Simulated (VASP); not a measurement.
## TiO2: single point with PBEsol

The system is TiO2, a slab with vacuum.

```
O Ti
1.0
     3.77067    0.00000    0.00000
     0.00000    3.77067    0.00000
     0.00000    0.00000   27.74207
O Ti
12 6
Cartesian
  0.0000 0.0000 7.4824
  1.8853 1.8853 8.3266
  1.8853 0.0000 9.8793
  0.0000 1.8853 10.6974
  1.8853 1.8853 12.2685
  0.0000 0.0000 13.0813
  0.0000 1.8853 14.6607
  1.8853 0.0000 15.4736
  0.0000 0.0000 17.0446
  1.8853 1.8853 17.8628
  1.8853 0.0000 19.4155
  0.0000 1.8853 20.2597
  1.8853 0.0000 7.9640
  1.8853 1.8853 10.2824
  0.0000 1.8853 12.6760
  0.0000 0.0000 15.0660
  1.8853 0.0000 17.4597
  1.8853 1.8853 19.7781
```

```yaml
Program: VASP 6.6.1
Task: single point
Functional: PBEsol
Potentials_or_basis: VASP PAW PBE potentials, release 64 (O, Ti_sv)
Cutoff: 520 eV
k_mesh: 7 × 7 × 1
Occupations: gaussian, width 0.05 eV
Spin: no spin polarisation
Dipole_correction: yes
Further_INCAR_settings: LREAL = Auto; ALGO = Normal; EDIFF = 1e-06; NBANDS = 87
```

```yaml
Largest_force: 0.077 eV/Å
Band_gap_on_the_k_mesh: 1.42 eV (least direct gap 1.76 eV)
```

Forces on the atoms (eV/Å):
```
O    0.000  0.000 -0.010
O    0.000  0.000 -0.020
O    0.000  0.000  0.045
O    0.000  0.000 -0.021
O    0.000  0.000  0.025
O    0.000  0.000 -0.020
O    0.000  0.000  0.020
O    0.000  0.000 -0.025
O    0.000  0.000  0.021
O    0.000  0.000 -0.045
O    0.000  0.000  0.020
O    0.000  0.000  0.010
Ti   0.000  0.000 -0.077
Ti   0.000  0.000 -0.019
Ti   0.000  0.000  0.016
Ti   0.000  0.000 -0.016
Ti   0.000  0.000  0.019
Ti   0.000  0.000  0.077
```

Levels at points of the mesh, in eV from the valence-band top:
```tsv
k point	band 70	band 71	band 72	band 73	band 74	band 75
(0.00, 0.00, 0.00)	-0.83	-0.34	-0.34	1.42	1.55	1.76
```

It took 30 min on 1 thread of Intel Xeon 8259CL, on a shared host, peak memory 0.61 GiB.

Caveat: the PAW data sets were made with another functional, which shifts forces and pressure a little.
